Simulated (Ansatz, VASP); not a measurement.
# Pt2Se: VASP beside Ansatz

Contents of INCAR:

```
ALGO = Normal
EDIFF = 1E-6
EDIFFG = -0.04
ENCUT = 600
GGA = PE
IBRION = 2
ISIF = 3
ISMEAR = 0
LASPH = T
LCHARG = F
LREAL = F
LWAVE = F
NELM = 100
NSW = 90
PREC = Accurate
SIGMA = 0.1
```

File KPOINTS:

```
k-points
0
Gamma
  4 4 2
```

Contents of POSCAR:

```
Pt2Se
1.0
    3.7628903286      0.0000000000      0.0000000000
    0.0000000000      3.7628903286      0.0000000000
    0.0000000000      0.0000000000      7.8969125227
Pt Se
4 2
Direct
    0.0000000000      0.0000000000      0.0000000000
    0.5000000000      0.5000000000      0.0000000000
    0.5000000000      0.0000000000      0.6400000000
    0.0000000000      0.5000000000      0.3600000000
    0.5000000000      0.0000000000      0.2800000000
    0.0000000000      0.5000000000      0.7200000000
```

Input for Ansatz:

```yaml
crystal:
  lattice:
    - [3.7628903286, 0.0, 0.0]
    - [0.0, 3.7628903286, 0.0]
    - [0.0, 0.0, 7.8969125227]
  atoms:
    - { symbol: Pt, position: [0.0, 0.0, 0.0] }
    - { symbol: Pt, position: [0.5, 0.5, 0.0] }
    - { symbol: Pt, position: [0.5, 0.0, 0.64] }
    - { symbol: Pt, position: [0.0, 0.5, 0.36] }
    - { symbol: Se, position: [0.5, 0.0, 0.28] }
    - { symbol: Se, position: [0.0, 0.5, 0.72] }
basis:
  ecutwfc: 420
kpoints:
  mp_grid: { grid: [4, 4, 2] }
hamiltonian:
  xc: pbe
scf:
  occupations: { method: gaussian, width: 0.1 }
  lower_state_search: "off"
output:
  forces: true
  stress: true
  eigenvalues: true
relax:
  adjacent_minimum: "off"
  f_tol: 0.04
  max_steps: 70
  cell: { stress_tol: 0.4 }
```

Alike in both runs: task relaxation of cell and atoms; functional PBE; k mesh 4 × 4 × 2; occupations gaussian, width 0.1 eV; no spin polarisation.

|  | VASP | Ansatz |
| --- | --- | --- |
| version | VASP 6.6.1 | Ansatz 0.2.0 |
| potentials or method | VASP PAW PBE potentials, release 64 (Pt, Se), cutoff 600 eV | scalar-relativistic, plane waves, PAW |
| valence electrons in the cell | 52 | 104 |

```tsv
	VASP	Ansatz	Ansatz less VASP
gap on the k mesh at the Fermi level, each at its own relaxed structure (eV)	none	none	-
relaxed volume (Å³/atom)	18.94	17.59	-1.346
relaxed cell length with the largest relative difference (Å)	5.142	7.275	+2.1332
```

A gap of «none» marks a metal or a gap that the smearing closes. One of these differences is far larger than is usual between the two programs; its cause wasn't traced. VASP's potentials hold 52 valence electrons a cell and Ansatz's 104, so a difference there can come from the potentials and not from the codes.

The k mesh is coarse, so the values compare programs but aren't converged. Spin-orbit coupling is off throughout.
